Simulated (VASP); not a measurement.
# Te (Fm-3m) in VASP: single point with LDA

Aim: the single point of Te with LDA.

Program: VASP 6.6.1. These are calculated values, not measurements. Logs are shortened: lines on timing, memory, paths and dates and some standing lists are left out, and cuts for length are marked.

### 1 The cell of the first run

Symmetry: Fm-3m, No. 225, cubic system. Conventional cell: a = 6.462 Å, b = 6.462 Å, c = 6.462 Å, α = 90.00°, β = 90.00°, γ = 90.00°.

### 2 Single point, LDA

Input file INCAR:

```
SYSTEM = Te
ALGO = Normal ; EDIFF = 1E-7
ENCUT = 520 ; ISIF = 2
ISMEAR = -1 ; LASPH = .True.
LCHARG = .True. ; LELF = .True.
LREAL = .False. ; LVHAR = .True.
LWAVE = .False. ; NBANDS = 9
NELM = 60 ; PREC = Accurate
SIGMA = 0.15
```

Input file KPOINTS:

```
k-points
0
Gamma
  6 6 6
  0 0 0
```

Input file POSCAR:

```
Te
1.0
    0.0000000000      3.2310000000      3.2310000000
    3.2310000000      0.0000000000      3.2310000000
    3.2310000000      3.2310000000      0.0000000000
Te
1
Direct
    0.5000000000      0.5000000000      0.5000000000
```

Potentials or basis: VASP PAW LDA potentials, release 64 (Te).

The run is started by

```
cat potpaw_LDA.64/Te/POTCAR > POTCAR
mpirun -np 1 vasp_std > vasp.out
```

OUTCAR:

```text
SYSTEM = Te
   EDIFF = 1E-7
   ENCUT = 520
   ISIF = 2
   ISMEAR = -1
   LASPH = .True.
   LREAL = .False.
   NELM = 60
   PREC = Accurate

 ion  position               nearest neighbor table
   1  0.500  0.500  0.500-

  LATTYP: Found a face centered cubic cell.
 ALAT       =     6.4620000000

  Lattice vectors:

 A1 = (   0.0000000000,   3.2310000000,   3.2310000000)
 A2 = (   3.2310000000,   0.0000000000,   3.2310000000)
 A3 = (   3.2310000000,   3.2310000000,   0.0000000000)

Analysis of symmetry for initial positions (statically):
=====================================================================
 Subroutine PRICEL returns:
 Original cell was already a primitive cell.

 Routine SETGRP: Setting up the symmetry group for a
 face centered cubic supercell.

 Subroutine GETGRP returns: Found 48 space group operations
 (whereof 48 operations were pure point group operations)
 out of a pool of 48 trial point group operations.

The static configuration has the point symmetry O_h .

Analysis of symmetry for dynamics (positions and initial velocities):
=====================================================================
 Subroutine PRICEL returns:
 Original cell was already a primitive cell.

 Routine SETGRP: Setting up the symmetry group for a
 face centered cubic supercell.

 Subroutine GETGRP returns: Found 48 space group operations
 (whereof 48 operations were pure point group operations)
 out of a pool of 48 trial point group operations.

The dynamic configuration has the point symmetry O_h .

 Subroutine INISYM returns: Found 48 space group operations
 (whereof 48 operations are pure point group operations),
 and found     1 'primitive' translations

----------------------------------------------------------------------------------------

                                     Primitive cell

  volume of cell :      67.4592

  direct lattice vectors                    reciprocal lattice vectors
     0.000000000  3.231000000  3.231000000    -0.154750851  0.154750851  0.154750851
     3.231000000  0.000000000  3.231000000     0.154750851 -0.154750851  0.154750851
     3.231000000  3.231000000  0.000000000     0.154750851  0.154750851 -0.154750851

  length of vectors
     4.569324020  4.569324020  4.569324020     0.268036337  0.268036337  0.268036337

  position of ions in fractional coordinates (direct lattice)
     0.500000000  0.500000000  0.500000000

  ion indices of the primitive-cell ions
   primitive index   ion index
                 1           1

----------------------------------------------------------------------------------------

 KPOINTS: k-points

Automatic generation of k-mesh.
 Grid dimensions read from file:
 generate k-points for:    6    6    6

 Generating k-lattice:

  Cartesian coordinates                     Fractional coordinates (reciprocal lattice)
    -0.025791809  0.025791809  0.025791809     0.166666667  0.000000000  0.000000000
     0.025791809 -0.025791809  0.025791809     0.000000000  0.166666667  0.000000000
     0.025791809  0.025791809 -0.025791809     0.000000000  0.000000000  0.166666667

  Length of vectors
     0.044672723  0.044672723  0.044672723

  Shift w.r.t. Gamma in fractional coordinates (k-lattice)
     0.000000000  0.000000000  0.000000000

 Subroutine IBZKPT returns following result:
 ===========================================

 Found     16 irreducible k-points:

 Following reciprocal coordinates:
            Coordinates               Weight
  0.000000  0.000000  0.000000      1.000000
  0.166667  0.000000  0.000000      8.000000
  0.333333  0.000000  0.000000      8.000000
  0.500000  0.000000  0.000000      4.000000
  0.166667  0.166667  0.000000      6.000000
  0.333333  0.166667  0.000000     24.000000
[... 8 lines left out ...]
 -0.333333  0.333333  0.166667     24.000000
 -0.333333  0.500000  0.166667     12.000000
   k-points           NKPTS =     16   k-points in BZ     NKDIM =     16   number of bands    NBANDS=      9
   number of dos      NEDOS =    301   number of ions     NIONS =      1
   total plane-waves  NPLWV =  46656
   dimension x,y,z NGX =    36 NGY =   36 NGZ =   36
   dimension x,y,z NGXF=    72 NGYF=   72 NGZF=   72
   ions per type =               1
   NGX,Y,Z   is equivalent  to a cutoff of  13.10, 13.10, 13.10 a.u.
   NGXF,Y,Z  is equivalent  to a cutoff of  26.20, 26.20, 26.20 a.u.
 SYSTEM =  Te
   PREC   = accura    normal or accurate (medium, high low for compatibility)
   ISTART =      0    job   : 0-new  1-cont  2-samecut
   ICHARG =      2    charge: 1-file 2-atom 10-const
   ISPIN  =      1    spin polarized calculation?
   LNONCOLLINEAR =      F non collinear calculations
   LSORBIT =      F    spin-orbit coupling
   LASPH  =      T    aspherical Exc in radial PAW
   ENCUT  =  520.0 eV  38.22 Ry    6.18 a.u.   8.50  8.50  8.50*2*pi/ulx,y,z
   NELM   =     60;   NELMIN=  2; NELMDL= -5     # of ELM steps
   EDIFF  = 0.1E-06   stopping-criterion for ELM
   LREAL  =      F    real-space projection
   EDIFFG = 0.1E-05   stopping-criterion for IOM
   NSW    =      0    number of steps for IOM
   IBRION =     -1    ionic relax: 0-MD 1-quasi-New 2-CG
   NFREE  =      0    steps in history (QN), initial steepest desc. (CG)
   ISIF   =      2    stress and relaxation
   ISYM   =      2    0-nonsym 1-usesym 2-fastsym
   POTIM  = 0.5000    time-step for ionic-motion
   TEBEG  =    0.0;   TEEND  =   0.0 temperature during run
   PSTRESS=    0.0 pullay stress
   NELECT =       6.0000    total number of electrons
   NUPDOWN=      -1.0000    fix difference up-down
   EMIN   =  10.00;   EMAX   =-10.00  energy-range for DOS
   EFERMI =   0.00;   METHOD = LEGACY
   ISMEAR =    -1;   SIGMA  =   0.15  broadening in eV -4-tet -1-fermi 0-gaus
   EFERMI_NEDOS =   21; number of points for ismear=-14 and -15
   IALGO  =     38    algorithm
   IMIX   =      4    mixing-type and parameters
     AMIX     =   0.40;   BMIX     =  1.00
     AMIX_MAG =   1.60;   BMIX_MAG =  1.00
  volume/ion in A,a.u.               =      67.46       455.24
  Fermi-wavevector in a.u.,A,eV,Ry     =   0.730766  1.380947  7.265767  0.534019
  Thomas-Fermi vector in A             =   1.822817
   LORBIT       =      0    0 simple, 1 ext, 2 COOP (PROOUT), +10 PAW based schemes
   GGA     = CA    functional components
   LHFCALC =     F    Hartree Fock is set to
   AEXX    =    0.0000 exact exchange contribution
   IVDW    =     0    specifies the selected vdW correction
   LEPSILON=     F    determine dielectric tensor
   LRPA    =     F    only Hartree local field effects (RPA)
 non-spin polarized calculation
  energy-cutoff  :      520.00
  volume of cell :       67.46
 maximum number of plane-waves:      1853
 NGX is ok and might be reduce to    36
   NGX = 17   NGY = 17   NGZ = 17

 number of electron       6.0000000 magnetization

 Free energy of the ion-electron system (eV)
  ---------------------------------------------------
  ext. energy  EPLUGINS =         0.00000000
  ---------------------------------------------------
  free energy    TOTEN  =        -1.58475011 eV

  energy without entropy =       -1.31928937  energy(sigma->0) =       -1.45201974

 E-fermi :  -0.6360     XC(G=0):  -6.8578

 val. band max:       -0.6658998210   @ k =   0.3333   0.3333   0.0000
 cond. band min:      -0.5648789951   @ k =   0.5000   0.3333   0.1667
 fundamental gap:      0.1010208259
 Fermi energy:        -0.6360432769

 k-point     1 :       0.0000    0.0000    0.0000
  band No.  band energies     occupation
      1     -10.6521      2.00000
      2      -0.0415      0.03729
      3      -0.0415      0.03729
      4      -0.0415      0.03729
      5       3.9009      0.00000
      6       7.8516      0.00000
      7       7.8516      0.00000
      8       7.8516      0.00000
      9       9.8353      0.00000

 k-point     2 :       0.1667    0.0000    0.0000
  band No.  band energies     occupation
      1     -10.5691      2.00000
      2      -0.7858      1.46155
      3      -0.1136      0.05960
      4      -0.1136      0.05960
      5       4.6754      0.00000
      6       7.2678      0.00000
      7       8.0664      0.00000
      8       8.0664      0.00000
      9       9.5077      0.00000

 k-point     3 :       0.3333    0.0000    0.0000
  band No.  band energies     occupation
      1     -10.3910      2.00000
      2      -1.8591      1.99942
      3      -0.2479      0.13988
      4      -0.2479      0.13988
      5       5.1282      0.00000
      6       7.7752      0.00000
      7       7.7752      0.00000
      8       7.8692      0.00000
      9       9.8869      0.00000

 k-point     4 :       0.5000    0.0000    0.0000
  band No.  band energies     occupation
      1     -10.2949      2.00000
      2      -2.3030      1.99997
      3      -0.3107      0.20517
      4      -0.3107      0.20517
      5       5.0354      0.00000
      6       7.5229      0.00000
      7       7.5229      0.00000
      8       8.4444      0.00000
      9      10.2643      0.00000
[... 109 lines left out ...]
 k-point    14 :       0.5000    0.3333    0.1667
  band No.  band energies     occupation
      1     -10.2707      2.00000
      2      -1.7978      1.99913
      3      -1.0311      1.86603
      4      -0.5649      0.76714
      5       5.9519      0.00000
      6       6.5461      0.00000
      7       7.0633      0.00000
      8       9.2947      0.00000
      9      10.0255      0.00000

 k-point    15 :      -0.3333    0.3333    0.1667
  band No.  band energies     occupation
      1     -10.2059      2.00000
      2      -1.8552      1.99941
      3      -1.3051      1.97715
      4      -0.7075      1.23374
      5       5.9895      0.00000
      6       6.6096      0.00000
      7       7.7412      0.00000
      8       8.7174      0.00000
      9      10.5259      0.00000

 k-point    16 :      -0.3333    0.5000    0.1667
  band No.  band energies     occupation
      1     -10.1758      2.00000
      2      -1.8515      1.99940
      3      -1.2380      1.96449
      4      -0.9533      1.78472
      5       5.3774      0.00000
      6       6.3086      0.00000
      7       8.4862      0.00000
      8       8.9444      0.00000
      9      12.0649      0.00000

------------------------ aborting loop because EDIFF is reached ----------------------------------------

  FORCE on cell =-STRESS in cart. coord.  units (eV):
  Direction    XX          YY          ZZ          XY          YZ          ZX
  --------------------------------------------------------------------------------------
  -------------------------------------------------------------------------------------
  Total       -2.1085666     -2.1085666     -2.1085666     -0.0000000      0.0000000     -0.0000000
  in kB      -50.0791594    -50.0791594    -50.0791594     -0.0000000      0.0000000     -0.0000000
  external PRESSURE =     -50.0791594 kB  Pullay stress =       0.0000000 kB

 VOLUME and BASIS-vectors are now :
 -----------------------------------------------------------------------------
  energy-cutoff  :      520.00
  volume of cell :       67.46
      direct lattice vectors                 reciprocal lattice vectors
     0.000000000  3.231000000  3.231000000    -0.154750851  0.154750851  0.154750851
     3.231000000  0.000000000  3.231000000     0.154750851 -0.154750851  0.154750851
     3.231000000  3.231000000  0.000000000     0.154750851  0.154750851 -0.154750851

 POSITION                                       TOTAL-FORCE (eV/Angst)
 -----------------------------------------------------------------------------------
      3.23100      3.23100      3.23100        -0.000000      0.000000     -0.000000
 -----------------------------------------------------------------------------------
    total drift:                                0.000000      0.000000      0.000000

  FREE ENERGIE OF THE ION-ELECTRON SYSTEM (eV)
  ---------------------------------------------------
  free  energy   TOTEN  =        -1.5847501134 eV

  energy  without entropy=       -1.3192893736  energy(sigma->0) =       -1.45201974
```

Run time: 8 s. Hardware: 1 thread of AMD EPYC 9R45 (Zen 5), shared host; peak memory 0.14 GiB.

What came out:

| Quantity | Value |
| --- | --- |
| Free energy | -1.5848 eV |
| Pressure | -5.0 GPa |
| Band gap on the k mesh | zero (band 3 reaches -0.04 eV, above the bottom of band 4 at -0.95 eV) |

Levels at points of the mesh, in eV from the Fermi level:
| k point | band 1 | band 2 | band 3 | band 4 | band 5 | band 6 | band 7 |
| --- | --- | --- | --- | --- | --- | --- | --- |
| (0.00, 0.00, 0.00) | -10.02 | 0.59 | 0.59 | 0.59 | 4.54 | 8.49 | 8.49 |
| (0.50, 0.00, 0.00) | -9.66 | -1.67 | 0.33 | 0.33 | 5.67 | 8.16 | 8.16 |
| (0.50, 0.50, 0.00) | -9.54 | -1.47 | -0.21 | -0.21 | 5.18 | 5.97 | 10.72 |

Caveat: spin-orbit coupling is left out, which moves the levels of the heavy elements.
